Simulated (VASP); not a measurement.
Wanted: the native input for a VASP 6.6.1 run.

```
Task                   : relaxation of cell and atoms
Functional             : PBE
Dispersion             : D3(BJ)
Potentials or basis    : VASP PAW PBE potentials, release 64 (Hf_pv)
Cutoff                 : 500 eV
k mesh                 : 15 × 15 × 8
Occupations            : gaussian, width 0.1 eV
Spin                   : no spin polarisation
Dipole correction      : no
Further INCAR settings : ALGO = Normal; EDIFF = 1e-07; IBRION = 2; EDIFFG = -0.005; NSW = 70; ISIF = 3
```

The structure of Hf lies in POSCAR:

```
Hf
1.0
    3.2046233997      0.0000000000      0.0000000000
   -1.6023116998      2.7752852737      0.0000000000
    0.0000000000      0.0000000000      5.0676571121
Hf
2
Direct
    0.3333333333      0.6666666667      0.2500000000
    0.6666666667      0.3333333333      0.7500000000
```

One way to write it, as run:

INCAR

```
SYSTEM = Hf
PREC = Accurate
ENCUT = 500
EDIFF = 1E-7
ISMEAR = 0
SIGMA = 0.1
LREAL = .False.
LASPH = .True.
NELM = 120
ALGO = Normal
ISIF = 3
LWAVE = .False.
LCHARG = .False.
GGA = PE
IVDW = 12
IBRION = 2
NSW = 70
EDIFFG = -0.005
GGA_COMPAT = .False.
NELMIN = 4
```

KPOINTS

```
regular mesh
0
Gamma
  15 15 8
  0 0 0
```

Potentials or basis: VASP PAW PBE potentials, release 64 (Hf_pv).

Launch:

```bash
$ cat potpaw_PBE.64/Hf_pv/POTCAR > POTCAR
$ mpirun -np 1 vasp_std > vasp.out
```

It gave:

```yaml
Relaxed_volume: 21.76 Å³/atom
Relaxed_cell: a = 3.168 Å, b = 3.168 Å, c = 5.007 Å, α = 90.00°, β = 90.00°, γ = 120.00°
Space_group_after_relaxing_to_0.05_Å: P6_3/mmc (No. 194)
Energy_gained_by_relaxing: 9.3 meV/atom
Ionic_steps: 6
Pressure_after_relaxing: 0.0 GPa
Band_gap_on_the_k_mesh: zero (band 10 reaches 6.30 eV, above the bottom of band 11 at 4.67 eV)
Dispersion_energy_per_atom: -0.463 eV
```

Caveat: spin-orbit coupling is left out, which moves the levels of the heavy elements; pairwise dispersion overbinds metals, which lowers pressure and volume.

Run time: 4.2 min on 1 thread of AMD EPYC 7R13 Processor (Zen 3), with other jobs on the host, peak memory 0.2 GiB.
